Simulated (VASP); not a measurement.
**HgTe: electric field gradients with PBE**

Crystal: HgTe.

```
Hg Te
1.0
     0.00000    3.16885    3.16885
     3.16885    0.00000    3.16885
     3.16885    3.16885    0.00000
Hg Te
1 1
Direct
  0.00000 0.00000 0.00000
  0.75000 0.75000 0.75000
```

This cell differs from its parent crystal: volume scaled by 0.95.

```json
{
 "Program": "VASP 6.6.1",
 "Task": "electric field gradients",
 "Functional": "PBE",
 "Potentials or basis": "VASP PAW PBE potentials, release 64 (Hg, Te)",
 "Cutoff": "520 eV",
 "k mesh": "11 × 11 × 11",
 "Occupations": "fermi-dirac, width 0.03 eV",
 "Spin": "no spin polarisation",
 "Dipole correction": "no",
 "Further INCAR settings": "ALGO = Normal; EDIFF = 1e-08; NBANDS = 16"
}
```

```yaml
Pressure: 7.3 GPa
Band_gap_on_the_k_mesh: zero (filled and empty bands touch)
```

Levels at points of the mesh, in eV from the Fermi level:
| k point | band 5 | band 6 | band 7 | band 8 | band 9 | band 10 | band 11 | band 12 | band 13 | band 14 |
| --- | --- | --- | --- | --- | --- | --- | --- | --- | --- | --- |
| (0.00, 0.00, 0.00) | -7.15 | -7.15 | -0.61 | -0.03 | -0.03 | -0.03 | 4.08 | 4.08 | 4.08 | 6.42 |

Wall time 57 s on 1 thread of Intel(R) Xeon(R) Platinum 8375C CPU @ 2.90GHz (Ice Lake) (shared host), peak memory 0.23 GiB.

Caveat: without QUAD_EFG the Cq values of the log hold for a quadrupole moment of 1 mb, not for the nuclei; spin-orbit coupling is left out, which moves the levels of the heavy elements.
